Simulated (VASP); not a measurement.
Runs of VASP 6.6.1 on Ni. The structure is that of space group Im-3m (No. 229), or close to it. The cells are those of the table. This isn't the form of Ni at room conditions, which is fcc.

```csv
level,cell,k mesh for the DOS,occupations for the DOS,gap on the mesh (eV),pressure (GPa),moment (μB)
r2SCAN,"a = 2.397 Å, angles 109.5°, 1 atom",-,-,none,(a),0.62
PBE,"a = 2.397 Å, angles 109.5°, 1 atom",27 × 27 × 27,tetrahedron,-,-,0.56
PBE,"a = 2.489 Å, angles 109.5°, 1 atom",-,-,none,-12.3,(b)
PBE,"a = 2.397 Å, angles 109.5°, 1 atom",-,-,none,7.4,0.56
```

Alike in all rows: task single point; potentials or basis VASP PAW PBE potentials, release 64 (Ni); spin collinear, ferromagnetic start; k mesh 18 × 18 × 18; cutoff (eV) 520; smearing gaussian 0.05 eV.

Question: Fill in the values left out.

Answer: (a) 0.1; (b) 0.58.

Caveats: the PAW data sets were made with another functional, which shifts forces and pressure a little (at least some runs); tetrahedron occupations give inexact forces and stress in metals (at least some runs); the cell stands under tension (at least some runs); the cell stands under pressure (at least some runs).

A gap of «none» marks levels without a gap at the run's occupations.
